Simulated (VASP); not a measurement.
Here is a VASP 6.6.1 calculation.

File INCAR:

```
SYSTEM = TiCo2
PREC     = Accurate       ! precision mode
ENCUT    = 520            ! plane-wave cutoff, eV
EDIFF    = 1E-6           ! SCF threshold, eV
ISMEAR   = 0              ! smearing method
SIGMA    = 0.15           ! smearing width, eV
LREAL    = .FALSE.        ! projectors in reciprocal space
LASPH    = .TRUE.         ! aspherical terms in the spheres
NELM     = 100            ! most SCF steps
ALGO     = Fast           ! electronic algorithm
ISIF     = 2              ! what is computed and relaxed
LWAVE    = .FALSE.        ! write WAVECAR
LCHARG   = .FALSE.        ! write CHGCAR
GGA      = PS             ! functional
NBANDS   = 39             ! bands
```

KPOINTS

```
Automatic mesh
0
G
  14 14 14
  0 0 0
```

POSCAR

```
TiCo2
1.0
    0.0000000000      3.2763183082      3.2763183082
    3.2763183082      0.0000000000      3.2763183082
    3.2763183082      3.2763183082      0.0000000000
Ti Co
2 4
Direct
    0.5000000000      0.5000000000      0.5000000000
    0.7500000000      0.7500000000      0.7500000000
    0.1250000000      0.1250000000      0.1250000000
    0.6250000000      0.1250000000      0.1250000000
    0.1250000000      0.1250000000      0.6250000000
    0.1250000000      0.6250000000      0.1250000000
```

Potentials or basis: VASP PAW PBE potentials, release 64 (Ti_sv, Co).

The run is started by

```console
$ cat potpaw_PBE.64/Ti_sv/POTCAR potpaw_PBE.64/Co/POTCAR > POTCAR
$ mpirun -np 1 vasp_std > vasp.out
```

**Question.** Estimate the band gap on the k mesh.

**Answer.** Zero (bands 30 and 31 overlap by 0.82 eV).

**Question.** What does it give for the pressure?

**Answer.** -0.6 GPa.

Caveat: the PAW data sets were made with another functional, which shifts forces and pressure a little; the run has no spin polarisation, though such a crystal can be magnetic. Spin polarisation is off, so any magnetic state and its effect on volume and gap are missing.
